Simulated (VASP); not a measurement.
The system is Ti.

```
Ti
1.0
     2.79972    0.00000    0.00000
     0.00000    2.79972    0.00000
     0.00000    0.00000    2.79972
Ti
1
Cartesian
  0.0000 0.0000 0.0000
```

| Quantity | Value |
| --- | --- |
| Program | VASP 6.6.1 |
| Task | relaxation of cell and atoms |
| Functional | PBE |
| Potentials or basis | VASP PAW PBE potentials, release 64 (Ti_sv) |
| Cutoff | 600 eV |
| k mesh | 15 × 15 × 15 |
| Occupations | fermi-dirac, width 0.05 eV |
| Spin | no spin polarisation |

At the start: pressure -10.1 GPa; volume 21.95 Å³/atom.

Task: Where does the relaxation end?

Result: Over 17 steps the energy falls by 127.9 meV/atom and the volume is 18.38 Å³/atom (-16.3 %); space group Pm-3m (No. 221, to 0.05 Å).

Step by step:
```
step  energy change (eV)  largest force (eV/Å)  pressure (GPa)  volume (Å³)
   1              0.0000                0.0000          -10.14        21.95
   2             -0.1238                0.0000            2.47        17.82
   3             -0.1279                0.0000            0.06        18.37
   4             -0.1279                0.0000           -0.23        18.43
   5             -0.1279                0.0000           -0.23        18.43
   6             -0.1279                0.0000           -0.21        18.43
   7             -0.1279                0.0000           -0.21        18.43
   8             -0.1279                0.0000           -0.21        18.43
   9             -0.1279                0.0000           -0.21        18.43
  10             -0.1279                0.0000           -0.21        18.43
  11             -0.1279                0.0000           -0.21        18.43
  12             -0.1279                0.0000           -0.22        18.42
  13             -0.1279                0.0000           -0.18        18.42
  14             -0.1279                0.0000           -0.15        18.41
  15             -0.1279                0.0000           -0.09        18.40
  16             -0.1279                0.0000            0.05        18.36
  17             -0.1279                0.0000            0.02        18.38
```

Final structure:
```
Ti
1.0
     2.63891    0.00000    0.00000
     0.00000    2.63891    0.00000
     0.00000    0.00000    2.63891
Ti
1
Direct
  0.00000 0.00000 0.00000
```

Caveat: the volume moved by over 15 % at a fixed basis, so the end points are rough.
